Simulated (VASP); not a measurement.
A run of VASP 6.6.1 is set up as follows.

File POSCAR:

```
InP
1.0
    0.0000000000      2.9305005221      2.9305005221
    2.9305005221      0.0000000000      2.9305005221
    2.9305005221      2.9305005221      0.0000000000
In P
1 1
Direct
    0.0000000000      0.0000000000      0.0000000000
    0.7500000000      0.7500000000      0.7500000000
```

File INCAR.step1:

```
SYSTEM = InP
ALGO = Normal
EDIFF = 1E-5
ENCUT = 520
GGA = PE
ISIF = 2
ISMEAR = 0
LASPH = .TRUE.
LREAL = .FALSE.
LWAVE = .TRUE.
NBANDS = 16
NELM = 100
PREC = Accurate
SIGMA = 0.05
```

Contents of INCAR.step2:

```
SYSTEM = InP
AEXX = 0.45
ALGO = Normal
EDIFF = 1E-6
ENCUT = 520
GGA = PE
HFSCREEN = 0.1
ISIF = 2
ISMEAR = 0
ISTART = 1
LASPH = .TRUE.
LCHARG = .TRUE.
LELF = .TRUE.
LHFCALC = .TRUE.
LREAL = .FALSE.
LVHAR = .TRUE.
LWAVE = .FALSE.
NBANDS = 16
NELM = 100
PREC = Accurate
PRECFOCK = Normal
SIGMA = 0.05
```

File KPOINTS:

```
k-points
0
G
  4 4 4
  0 0 0
```

Potentials or basis: VASP PAW PBE potentials, release 64 (In_d, P).

The run is started by

```sh
$ cat potpaw_PBE.64/In_d/POTCAR potpaw_PBE.64/P/POTCAR > POTCAR
$ cp INCAR.step1 INCAR
$ mpirun -np 1 vasp_std > vasp.out
$ cp INCAR.step2 INCAR
$ mpirun -np 1 vasp_std > vasp.out
```

Q: What does it give for the band gap on the k mesh?

A: 2.87 eV, direct.

Q: What does it give for the pressure?

A: -0.3 GPa.

Caveat: the k points lie up to 0.46 Å⁻¹ apart; the PAW data sets were made with another functional, which shifts forces and pressure a little; spin-orbit coupling is left out, which moves the levels of the heavy elements.
